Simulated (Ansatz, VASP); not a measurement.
Two plane-wave programs on NaPd

INCAR

```
ALGO     = Normal         # electronic algorithm
DIPOL    = 0.5 0.5 0.294
EDIFF    = 1E-6           # SCF threshold, eV
ENCUT    = 520            # plane-wave cutoff, eV
GGA      = PE             # functional
IDIPOL   = 3            
ISIF     = 2              # what is computed and relaxed
ISMEAR   = 0              # smearing method
ISPIN    = 2              # spin polarisation
LASPH    = T              # aspherical terms in the spheres
LCHARG   = F              # write CHGCAR
LDIPOL   = T            
LMAXMIX  = 4              # l up to which the mixer works
LORBIT   = 11             # projections on sites
LREAL    = F              # projectors in reciprocal space
LWAVE    = F              # write WAVECAR
MAGMOM   = 0 1            # initial moments
NBANDS   = 20             # bands
NELM     = 150            # most SCF steps
PREC     = Accurate       # precision mode
SIGMA    = 0.1            # smearing width, eV
```

KPOINTS

```
k-points
0
Gamma
  4 4 1
```

Contents of POSCAR:

```
NaPd
1.0
    3.9049880412      0.0000000000      0.0000000000
    0.0000000000      3.9049880412      0.0000000000
    0.0000000000      0.0000000000     23.8000000000
Na Pd
1 1
Direct
    0.0000000000      0.0000000000      0.2941176471
    0.5000000000      0.5000000000      0.2941176471
```

Input for Ansatz:

```yaml
crystal:
  lattice:
    - [3.9049880412, 0.0, 0.0]
    - [0.0, 3.9049880412, 0.0]
    - [0.0, 0.0, 23.8]
  atoms:
    - { symbol: Na, position: [0.0, 0.0, 0.2941176471] }
    - { symbol: Pd, position: [0.5, 0.5, 0.2941176471], spin: 1.0 }
  periodic: [true, true, false]
basis:
  ecutwfc: 420
kpoints:
  mp_grid: { grid: [4, 4, 1] }
hamiltonian:
  xc: pbe
scf:
  occupations: { method: gaussian, width: 0.1 }
  lower_state_search: "off"
output:
  forces: true
  stress: true
  eigenvalues: true
  populations: true
magnetization:
  spin_polarized: true
```

Change from the starting cell: species swapped into a sheet of the NaI type.

Alike in both runs: task single point; functional PBE; k mesh 4 × 4 × 1; occupations gaussian, width 0.1 eV; collinear spin.

|  | VASP | Ansatz |
| --- | --- | --- |
| version | VASP 6.6.1 | Ansatz 0.2.0 |
| potentials or method | VASP PAW PBE potentials, release 64 (Na_pv, Pd), cutoff 520 eV | scalar-relativistic, plane waves, PAW |
| valence electrons in the cell | 17 | 27 |

|  | VASP | Ansatz | Ansatz less VASP |
| --- | --- | --- | --- |
| gap on the k mesh at the Fermi level (eV) | none | none | - |
| net moment per atom (μB) | 0.05 | 0.04 | -0.002 |
| size of the moment on the site where the two differ most (μB) | 0.06 | 0.05 | -0.014 |

Site moments also hang on the region over which each program counts them. A gap of «none» marks a metal or a gap that the smearing closes. The functional is the same, so the differences come from potentials, cutoffs and numerics. VASP's potentials hold 17 valence electrons a cell and Ansatz's 27, so a difference there can come from the potentials and not from the codes. Ansatz's warnings: seeded moment not kept.

The k mesh is coarse, so the values compare programs but aren't converged.
